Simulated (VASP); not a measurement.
Set up this calculation in VASP 6.6.1, as the native input.

```
Task                   : single point
Functional             : LDA
Potentials or basis    : VASP PAW LDA potentials, release 64 (Ba_sv)
Cutoff                 : 520 eV
k mesh                 : 9 × 9 × 9
Occupations            : methfessel-paxton, width 0.6 eV
Spin                   : no spin polarisation
Dipole correction      : no
Further INCAR settings : ALGO = Normal; EDIFF = 1e-06; NBANDS = 11
```

The structure of Ba lies in POSCAR:

```
Ba
1.0
   -2.3789385306      2.3789385306      2.3789385306
    2.3789385306     -2.3789385306      2.3789385306
    2.3789385306      2.3789385306     -2.3789385306
Ba
1
Direct
    0.0000000000      0.0000000000      0.0000000000
```

One way to write it, as run:

INCAR

```
  PREC = Accurate
  ENCUT = 520
  EDIFF = 1E-6
  ISMEAR = 1
  SIGMA = 0.6
  LREAL = F
  LASPH = T
  NELM = 60
  ALGO = Normal
  ISIF = 2
  LWAVE = F
  LCHARG = T
  GGA = CA
  LELF = T
  LVHAR = T
  NBANDS = 11
```

KPOINTS

```
regular mesh
0
Gamma
  9 9 9
```

Potentials or basis: VASP PAW LDA potentials, release 64 (Ba_sv).

The run is started by

```sh
$ cat potpaw_LDA.64/Ba_sv/POTCAR > POTCAR
$ mpirun -np 1 vasp_std > vasp.out
```

Results of the run:

The pressure is 0.0 GPa. The band gap on the k mesh is zero (band 5 reaches 2.57 eV, above the bottom of band 6 at 1.31 eV).

Caveat: spin-orbit coupling is left out, which moves the levels of the heavy elements.

Wall time 26 s on 1 thread of AMD EPYC 7R13 (shared host), peak memory 0.13 GiB.
